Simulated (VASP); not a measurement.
# NaY4Tl3 in VASP: a series of runs

NaY4Tl3 is run at these levels: PBE; tasks: single point.

All numbers are computed with VASP 6.6.1; they aren't measurements. Logs are shortened: lines on timing, memory, paths and dates and some standing lists are left out, and cuts for length are marked.

## (1) The cell of the first run

It takes space group Im-3m (No. 229, cubic). Conventional cell: a = 7.627 Å, b = 7.627 Å, c = 7.627 Å, α = 90.00°, β = 90.00°, γ = 90.00°. Within 4.3 Å of Na (site symmetry m-3m) lie 8 Y at 3.30 Å and 6 Tl at 3.81 Å. Y (site symmetry -3m) has 2 Na at 3.30 Å and 6 Tl at 3.30 Å and 6 Y at 3.81 Å within 4.3 Å. Tl (site symmetry 4/mmm) has 8 Y at 3.30 Å and 2 Na at 3.81 Å and 4 Tl at 3.81 Å within 4.3 Å.

## (2) Single point, PBE

The input, INCAR:

```
SYSTEM = NaY4Tl3
PREC = Accurate
ENCUT = 520
EDIFF = 1E-6
ISMEAR = 0
SIGMA = 0.2
LREAL = .FALSE.
LASPH = .TRUE.
NELM = 60
ALGO = Fast
ISIF = 2
LWAVE = .FALSE.
LCHARG = .TRUE.
GGA = PE
LELF = .TRUE.
LVHAR = .TRUE.
NBANDS = 55
```

The input, KPOINTS:

```
regular mesh
0
G
  4 4 4
  0 0 0
```

The input, POSCAR:

```
NaY4Tl3
1.0
   -3.8133542507      3.8133542507      3.8133542507
    3.8133542507     -3.8133542507      3.8133542507
    3.8133542507      3.8133542507     -3.8133542507
Na Y Tl
1 4 3
Direct
    0.0000000000      0.0000000000      0.0000000000
    0.5000000000      0.0000000000      0.0000000000
    0.5000000000      0.5000000000      0.5000000000
    1.0000000000      1.0000000000      0.5000000000
    0.0000000000      0.5000000000      1.0000000000
    0.5000000000      0.0000000000      0.5000000000
    0.5000000000      0.5000000000      0.0000000000
    0.0000000000      0.5000000000      0.5000000000
```

Potentials or basis: VASP PAW PBE potentials, release 64 (Na_pv, Y_sv, Tl_d).

On the command line:

```sh
$ cat potpaw_PBE.64/Na_pv/POTCAR potpaw_PBE.64/Y_sv/POTCAR potpaw_PBE.64/Tl_d/POTCAR > POTCAR
$ mpirun -np 1 vasp_std > vasp.out
```

OUTCAR:

```text
SYSTEM = NaY4Tl3
   PREC = Accurate
   ENCUT = 520
   EDIFF = 1E-6
   ISMEAR = 0
   LREAL = .FALSE.
   LASPH = .TRUE.
   NELM = 60
   ISIF = 2
   GGA = PE

 ion  position               nearest neighbor table
   1  0.000  0.000  0.000-   2 3.30   3 3.30   4 3.30   5 3.30   4 3.30   5 3.30   2 3.30   3 3.30

   2  0.500  0.000  0.000-   1 3.30   6 3.30   7 3.30   8 3.30   6 3.30   7 3.30   1 3.30   8 3.30
                             4 3.81   3 3.81   5 3.81   4 3.81   5 3.81   3 3.81
   3  0.500  0.500  0.500-   1 3.30   6 3.30   7 3.30   8 3.30   7 3.30   6 3.30   8 3.30   1 3.30
                             4 3.81   2 3.81   5 3.81   5 3.81   4 3.81   2 3.81
   4  0.000  0.000  0.500-   1 3.30   6 3.30   7 3.30   8 3.30   1 3.30   8 3.30   6 3.30   7 3.30
                             3 3.81   5 3.81   5 3.81   2 3.81   3 3.81   2 3.81
   5  0.000  0.500  0.000-   1 3.30   6 3.30   7 3.30   8 3.30   8 3.30   1 3.30   7 3.30   6 3.30
                             3 3.81   4 3.81   4 3.81   3 3.81   2 3.81   2 3.81
   6  0.500  0.000  0.500-   2 3.30   3 3.30   4 3.30   5 3.30   2 3.30   3 3.30   4 3.30   5 3.30
                             7 3.81   7 3.81   8 3.81   8 3.81
   7  0.500  0.500  0.000-   2 3.30   3 3.30   4 3.30   5 3.30   3 3.30   2 3.30   5 3.30   4 3.30
                             6 3.81   6 3.81   8 3.81   8 3.81
   8  0.000  0.500  0.500-   2 3.30   3 3.30   4 3.30   5 3.30   5 3.30   4 3.30   3 3.30   2 3.30
                             6 3.81   7 3.81   6 3.81   7 3.81

  LATTYP: Found a body centered cubic cell.
 ALAT       =     7.6267085014

  Lattice vectors:

 A1 = (  -3.8133542507,   3.8133542507,   3.8133542507)
 A2 = (   3.8133542507,  -3.8133542507,   3.8133542507)
 A3 = (   3.8133542507,   3.8133542507,  -3.8133542507)

Analysis of symmetry for initial positions (statically):
=====================================================================
 Subroutine PRICEL returns:
 Original cell was already a primitive cell.

 Routine SETGRP: Setting up the symmetry group for a
 body centered cubic supercell.

 Subroutine GETGRP returns: Found 48 space group operations
 (whereof 48 operations were pure point group operations)
 out of a pool of 48 trial point group operations.

The static configuration has the point symmetry O_h .

Analysis of symmetry for dynamics (positions and initial velocities):
=====================================================================
 Subroutine PRICEL returns:
 Original cell was already a primitive cell.

 Routine SETGRP: Setting up the symmetry group for a
 body centered cubic supercell.

 Subroutine GETGRP returns: Found 48 space group operations
 (whereof 48 operations were pure point group operations)
 out of a pool of 48 trial point group operations.

The dynamic configuration has the point symmetry O_h .

 Subroutine INISYM returns: Found 48 space group operations
 (whereof 48 operations are pure point group operations),
 and found     1 'primitive' translations

----------------------------------------------------------------------------------------

                                     Primitive cell

  volume of cell :     221.8102

  direct lattice vectors                    reciprocal lattice vectors
    -3.813354251  3.813354251  3.813354251     0.000000000  0.131118162  0.131118162
     3.813354251 -3.813354251  3.813354251     0.131118162  0.000000000  0.131118162
     3.813354251  3.813354251 -3.813354251     0.131118162  0.131118162  0.000000000

  length of vectors
     6.604923309  6.604923309  6.604923309     0.185429083  0.185429083  0.185429083

  position of ions in fractional coordinates (direct lattice)
     0.000000000  0.000000000  0.000000000
     0.500000000  0.000000000  0.000000000
     0.500000000  0.500000000  0.500000000
     0.000000000  0.000000000  0.500000000
     0.000000000  0.500000000  0.000000000
     0.500000000  0.000000000  0.500000000
     0.500000000  0.500000000  0.000000000
     0.000000000  0.500000000  0.500000000

  ion indices of the primitive-cell ions
   primitive index   ion index
                 1           1
                 2           2
                 3           3
                 4           4
                 5           5
                 6           6
                 7           7
                 8           8

----------------------------------------------------------------------------------------

 KPOINTS: regular mesh

Automatic generation of k-mesh.
 Grid dimensions read from file:
 generate k-points for:    4    4    4

 Generating k-lattice:

  Cartesian coordinates                     Fractional coordinates (reciprocal lattice)
     0.000000000  0.032779540  0.032779540     0.250000000  0.000000000  0.000000000
     0.032779540  0.000000000  0.032779540     0.000000000  0.250000000  0.000000000
     0.032779540  0.032779540  0.000000000     0.000000000  0.000000000  0.250000000

  Length of vectors
     0.046357271  0.046357271  0.046357271

  Shift w.r.t. Gamma in fractional coordinates (k-lattice)
     0.000000000  0.000000000  0.000000000

 Subroutine IBZKPT returns following result:
 ===========================================

 Found      8 irreducible k-points:

 Following reciprocal coordinates:
            Coordinates               Weight
  0.000000  0.000000  0.000000      1.000000
  0.250000  0.000000  0.000000     12.000000
  0.500000  0.000000  0.000000      6.000000
  0.250000  0.250000  0.000000     24.000000
  0.250000  0.250000  0.250000      2.000000
 -0.250000  0.250000  0.250000      6.000000
  0.500000  0.500000  0.250000     12.000000
  0.500000  0.500000  0.500000      1.000000
   k-points           NKPTS =      8   k-points in BZ     NKDIM =      8   number of bands    NBANDS=     55
   number of dos      NEDOS =    301   number of ions     NIONS =      8
   total plane-waves  NPLWV = 125000
   dimension x,y,z NGX =    50 NGY =   50 NGZ =   50
   dimension x,y,z NGXF=   100 NGYF=  100 NGZF=  100
   ions per type =               1   4   3
   NGX,Y,Z   is equivalent  to a cutoff of  12.59, 12.59, 12.59 a.u.
   NGXF,Y,Z  is equivalent  to a cutoff of  25.17, 25.17, 25.17 a.u.
 SYSTEM =  NaY4Tl3
   PREC   = accura    normal or accurate (medium, high low for compatibility)
   ISTART =      0    job   : 0-new  1-cont  2-samecut
[... 17 lines left out ...]
   PSTRESS=    0.0 pullay stress
   NELECT =      90.0000    total number of electrons
   NUPDOWN=      -1.0000    fix difference up-down
   EMIN   =  10.00;   EMAX   =-10.00  energy-range for DOS
   EFERMI =   0.00;   METHOD = LEGACY
   ISMEAR =     0;   SIGMA  =   0.20  broadening in eV -4-tet -1-fermi 0-gaus
   EFERMI_NEDOS =   21; number of points for ismear=-14 and -15
   IALGO  =     68    algorithm
   IMIX   =      4    mixing-type and parameters
     AMIX     =   0.40;   BMIX     =  1.00
     AMIX_MAG =   1.60;   BMIX_MAG =  1.00
  volume/ion in A,a.u.               =      27.73       187.11
  Fermi-wavevector in a.u.,A,eV,Ry     =   1.211979  2.290309 19.985512  1.468894
  Thomas-Fermi vector in A             =   2.347478
   LORBIT       =      0    0 simple, 1 ext, 2 COOP (PROOUT), +10 PAW based schemes
   GGA     = PE    functional components
   LHFCALC =     F    Hartree Fock is set to
   AEXX    =    0.0000 exact exchange contribution
   IVDW    =     0    specifies the selected vdW correction
   LEPSILON=     F    determine dielectric tensor
   LRPA    =     F    only Hartree local field effects (RPA)
 non-spin polarized calculation
 RMM-DIIS sequential band-by-band and
 Gauss-broadening in eV      SIGMA  =   0.20
  energy-cutoff  :      520.00
  volume of cell :      221.81
 maximum number of plane-waves:      6002
 NGX is ok and might be reduce to    50
   NGX = 25   NGY = 25   NGZ = 25

 number of electron      90.0000024 magnetization

 Free energy of the ion-electron system (eV)
  ---------------------------------------------------
  ext. energy  EPLUGINS =         0.00000000
  ---------------------------------------------------
  free energy    TOTEN  =       -35.70543789 eV

  energy without entropy =      -35.53169418  energy(sigma->0) =      -35.61856603

 E-fermi :   4.9369     XC(G=0):  -9.9045

 val. band max:        4.9283528443   @ k =   0.2500   0.2500   0.0000
 cond. band min:       5.0102024775   @ k =   0.5000   0.5000   0.2500
 fundamental gap:      0.0818496332
 Fermi energy:         4.9369107336

 k-point     1 :       0.0000    0.0000    0.0000
  band No.  band energies     occupation
      1     -38.3057      2.00000
      2     -38.2860      2.00000
      3     -38.2860      2.00000
      4     -38.2860      2.00000
      5     -19.3145      2.00000
      6     -19.3145      2.00000
[... 47 lines left out ...]
     54       7.2227      0.00000
     55       7.2227      0.00000

 k-point     2 :       0.2500    0.0000    0.0000
  band No.  band energies     occupation
      1     -38.3028      2.00000
      2     -38.2888      2.00000
      3     -38.2860      2.00000
      4     -38.2860      2.00000
      5     -19.3143      2.00000
      6     -19.3108      2.00000
[... 47 lines left out ...]
     54       7.1984      0.00000
     55       7.2095      0.00000

 k-point     3 :       0.5000    0.0000    0.0000
  band No.  band energies     occupation
      1     -38.2958      2.00000
      2     -38.2957      2.00000
      3     -38.2860      2.00000
      4     -38.2860      2.00000
      5     -19.3142      2.00000
      6     -19.3071      2.00000
[... 47 lines left out ...]
     54       6.8094      0.00000
     55       7.1236      0.00000

 k-point     4 :       0.2500    0.2500    0.0000
  band No.  band energies     occupation
      1     -38.2978      2.00000
      2     -38.2908      2.00000
      3     -38.2908      2.00000
      4     -38.2840      2.00000
      5     -19.3121      2.00000
      6     -19.3073      2.00000
[... 47 lines left out ...]
     54       6.6591      0.00000
     55       7.1886      0.00000

 k-point     5 :       0.2500    0.2500    0.2500
  band No.  band energies     occupation
      1     -38.2909      2.00000
      2     -38.2909      2.00000
      3     -38.2909      2.00000
      4     -38.2908      2.00000
      5     -19.3073      2.00000
      6     -19.3073      2.00000
[... 47 lines left out ...]
     54       6.5102      0.00000
     55       6.5181      0.00000

 k-point     6 :      -0.2500    0.2500    0.2500
  band No.  band energies     occupation
      1     -38.3007      2.00000
      2     -38.2908      2.00000
      3     -38.2908      2.00000
      4     -38.2811      2.00000
      5     -19.3078      2.00000
      6     -19.3074      2.00000
[... 47 lines left out ...]
     54       6.7234      0.00000
     55       7.8361      0.00000

 k-point     7 :       0.5000    0.5000    0.2500
  band No.  band energies     occupation
      1     -38.2957      2.00000
      2     -38.2957      2.00000
      3     -38.2928      2.00000
      4     -38.2792      2.00000
      5     -19.3074      2.00000
      6     -19.3039      2.00000
[... 47 lines left out ...]
     54       7.2456      0.00000
     55       7.4012      0.00000

 k-point     8 :       0.5000    0.5000    0.5000
  band No.  band energies     occupation
      1     -38.2956      2.00000
      2     -38.2956      2.00000
      3     -38.2956      2.00000
      4     -38.2763      2.00000
      5     -19.3006      2.00000
      6     -19.3006      2.00000
[... 47 lines left out ...]
     54       8.2089      0.00000
     55       8.7172      0.00000

------------------------ aborting loop because EDIFF is reached ----------------------------------------

  FORCE on cell =-STRESS in cart. coord.  units (eV):
  Direction    XX          YY          ZZ          XY          YZ          ZX
  --------------------------------------------------------------------------------------
  -------------------------------------------------------------------------------------
  Total       -0.0066345     -0.0066345     -0.0066345     -0.0000000      0.0000000      0.0000000
  in kB       -0.0479221     -0.0479221     -0.0479221     -0.0000000      0.0000000      0.0000000
  external PRESSURE =      -0.0479221 kB  Pullay stress =       0.0000000 kB

 VOLUME and BASIS-vectors are now :
 -----------------------------------------------------------------------------
  energy-cutoff  :      520.00
  volume of cell :      221.81
      direct lattice vectors                 reciprocal lattice vectors
    -3.813354251  3.813354251  3.813354251     0.000000000  0.131118162  0.131118162
     3.813354251 -3.813354251  3.813354251     0.131118162  0.000000000  0.131118162
     3.813354251  3.813354251 -3.813354251     0.131118162  0.131118162  0.000000000

 POSITION                                       TOTAL-FORCE (eV/Angst)
 -----------------------------------------------------------------------------------
      0.00000      0.00000      0.00000         0.000000     -0.000000      0.000000
     -1.90668      1.90668      1.90668        -0.000000     -0.000000      0.000000
      1.90668      1.90668      1.90668         0.000000     -0.000000      0.000000
      1.90668      1.90668     -1.90668         0.000000     -0.000000      0.000000
      1.90668     -1.90668      1.90668         0.000000     -0.000000      0.000000
      0.00000      3.81335      0.00000        -0.000000      0.000000     -0.000000
      0.00000      0.00000      3.81335         0.000000      0.000000     -0.000000
      3.81335      0.00000      0.00000        -0.000000      0.000000     -0.000000
 -----------------------------------------------------------------------------------
    total drift:                                0.000000      0.000000      0.000000

  FREE ENERGIE OF THE ION-ELECTRON SYSTEM (eV)
  ---------------------------------------------------
  free  energy   TOTEN  =       -35.7054378894 eV

  energy  without entropy=      -35.5316941759  energy(sigma->0) =      -35.61856603
```

It took 3.9 min on 1 thread of Intel Xeon 6975P-C (Granite Rapids), shared host; peak memory 0.4 GiB.

Results:

```yaml
Free_energy: -35.7054 eV
Pressure: 0.0 GPa
Band_gap_on_the_k_mesh: zero (bands 45 and 46 overlap by 0.68 eV)
```

Caveat: spin-orbit coupling is left out, which moves the levels of the heavy elements.

## (3) Single point, PBE

The input, INCAR:

```
SYSTEM = NaY4Tl3
ALGO = Fast
EDIFF = 1E-7
ENCUT = 520
GGA = PE
ISIF = 2
ISMEAR = 0
LASPH = .TRUE.
LCHARG = .FALSE.
LREAL = .FALSE.
LWAVE = .FALSE.
NBANDS = 55
NELM = 60
PREC = Accurate
SIGMA = 0.1
```

The input, KPOINTS:

```
k-points
0
G
  8 8 8
  0 0 0
```

Changes to POSCAR since step 2:

```diff
@@ -11,4 +11,4 @@
     0.5000000000      0.5000000000      0.5000000000
-    1.0000000000      1.0000000000      0.5000000000
-    0.0000000000      0.5000000000      1.0000000000
+    0.0000000000      0.0000000000      0.5000000000
+    0.0000000000      0.5000000000      0.0000000000
     0.5000000000      0.0000000000      0.5000000000
```

Potentials or basis: VASP PAW PBE potentials, release 64 (Na_pv, Y_sv, Tl_d).

On the command line:

```sh
$ cat potpaw_PBE.64/Na_pv/POTCAR potpaw_PBE.64/Y_sv/POTCAR potpaw_PBE.64/Tl_d/POTCAR > POTCAR
$ mpirun -np 1 vasp_std > vasp.out
```

Wall time 15 min (1 thread of Intel Xeon 6975P-C (Granite Rapids), shared host); peak memory 0.57 GiB.

Results (log left out):

```
Free energy            : -35.6033 eV
Pressure               : 0.0 GPa
Band gap on the k mesh : zero (bands 45 and 46 overlap by 0.81 eV)
```

Levels at points of the mesh, in eV from the Fermi level:
| k point | band 43 | band 44 | band 45 | band 46 | band 47 | band 48 |
| --- | --- | --- | --- | --- | --- | --- |
| (0.00, 0.00, 0.00) | -0.52 | -0.52 | -0.23 | -0.23 | -0.23 | -0.16 |
| (0.50, 0.00, 0.00) | -0.82 | -0.80 | -0.34 | -0.08 | 0.75 | 0.98 |
| (0.50, 0.50, 0.50) | -1.90 | 0.11 | 0.11 | 0.11 | 0.26 | 0.70 |

Caveat: spin-orbit coupling is left out, which moves the levels of the heavy elements.

## (4) Single point, PBE

The input, INCAR:

```
SYSTEM = NaY4Tl3
PREC     = Accurate       ! precision mode
ENCUT    = 520            ! plane-wave cutoff, eV
EDIFF    = 1E-6           ! SCF threshold, eV
ISMEAR   = 0              ! smearing method
SIGMA    = 0.2            ! smearing width, eV
LREAL    = .FALSE.        ! projectors in reciprocal space
LASPH    = .TRUE.         ! aspherical terms in the spheres
NELM     = 100            ! most SCF steps
ALGO     = Fast           ! electronic algorithm
ISIF     = 2              ! what is computed and relaxed
LWAVE    = .FALSE.        ! write WAVECAR
LCHARG   = .TRUE.         ! write CHGCAR
GGA      = PE             ! functional
LELF     = .TRUE.         ! ELF
LVHAR    = .TRUE.       
NBANDS   = 55             ! bands
```

The input, KPOINTS:

```
regular mesh
0
G
  4 4 4
  0 0 0
```

The input, POSCAR:

```
NaY4Tl3
1.0
   -3.8128434833      3.8169197432      3.8166805533
    3.8110683799     -3.8160277199      3.8139071279
    3.8125883891      3.8158992456     -3.8157856447
Na Y Tl
1 4 3
Direct
    0.0007001757      0.0009844702      0.0000976650
    0.4998731939     -0.0004585410     -0.0000447347
    0.5004188032      0.5003778860      0.5006165776
    0.9999450837      0.9997837466      0.4995586722
   -0.0003146413      0.5002275876      0.9998986525
    0.5001106428      0.0000045853      0.5000468930
    0.4993585853      0.4993275514      0.0001130719
   -0.0000918433      0.4997527140      0.4997132024
```

On the command line:

```sh
$ cat potpaw_PBE.64/Na_pv/POTCAR potpaw_PBE.64/Y_sv/POTCAR potpaw_PBE.64/Tl_d/POTCAR > POTCAR
$ mpirun -np 1 vasp_std > vasp.out
```

Wall time 15 min (1 thread of Intel Xeon 6975P-C (Granite Rapids), shared host); peak memory 0.61 GiB.

The run converged. Its results:

```
Free energy            : -35.7054 eV
Pressure               : -0.1 GPa
Largest force          : 0.004 eV/Å
Band gap on the k mesh : zero (bands 45 and 46 overlap by 0.68 eV)
```

Forces on the atoms (eV/Å):
```
Na   0.000  0.000 -0.004
Y    0.000 -0.001  0.004
Y   -0.002 -0.002 -0.001
Y    0.002  0.000 -0.001
Y   -0.002  0.003 -0.001
Tl   0.001  0.000 -0.001
Tl  -0.001 -0.001  0.004
Tl   0.001  0.001  0.001
```

Levels at points of the mesh, in eV from the Fermi level:
```
           k point  band 44  band 45  band 46  band 47  band 48  band 49
(0.00, 0.00, 0.00)    -0.53    -0.24    -0.24    -0.24    -0.17    -0.17
(0.50, 0.00, 0.00)    -0.81    -0.35    -0.09     0.74     0.97     1.13
(0.00, 0.50, 0.00)    -0.81    -0.35    -0.08     0.74     0.97     1.13
(0.50, 0.50, 0.00)    -0.81    -0.35    -0.08     0.74     0.97     1.13
(0.00, 0.00, 0.50)    -0.81    -0.35    -0.08     0.74     0.97     1.13
(0.50, 0.00, 0.50)    -0.81    -0.35    -0.08     0.74     0.97     1.13
(0.00, 0.50, 0.50)    -0.82    -0.35    -0.09     0.74     0.97     1.13
(0.50, 0.50, 0.50)     0.10     0.10     0.11     0.25     0.68     0.68
```

Caveat: spin-orbit coupling is left out, which moves the levels of the heavy elements.

## (5) Summary

| cell | k mesh | smearing | further INCAR settings | gap on the mesh (eV) | pressure (GPa) |
| --- | --- | --- | --- | --- | --- |
| a = 6.605 Å, angles 109.5°, 8 atoms | 4 × 4 × 4 | gaussian 0.2 eV | ALGO = Fast; EDIFF = 1e-06; NBANDS = 55 | none | 0.0 |
| a = 6.605 Å, angles 109.5°, 8 atoms | 8 × 8 × 8 | gaussian 0.1 eV | ALGO = Fast; EDIFF = 1e-07; NBANDS = 55 | none | 0.0 |
| a = 6.609, b = 6.605, c = 6.607 Å, angles 109.5, 109.4, 109.5°, 8 atoms | 4 × 4 × 4 | gaussian 0.2 eV | ALGO = Fast; EDIFF = 1e-06; NBANDS = 55 | none | -0.1 |

Alike in all rows: task single point; level PBE; potentials or basis VASP PAW PBE potentials, release 64 (Na_pv, Y_sv, Tl_d); no spin polarisation; cutoff (eV) 520.

Caveats: spin-orbit coupling is left out, which moves the levels of the heavy elements.

Absolute energies hang on the potentials; compare differences alone.
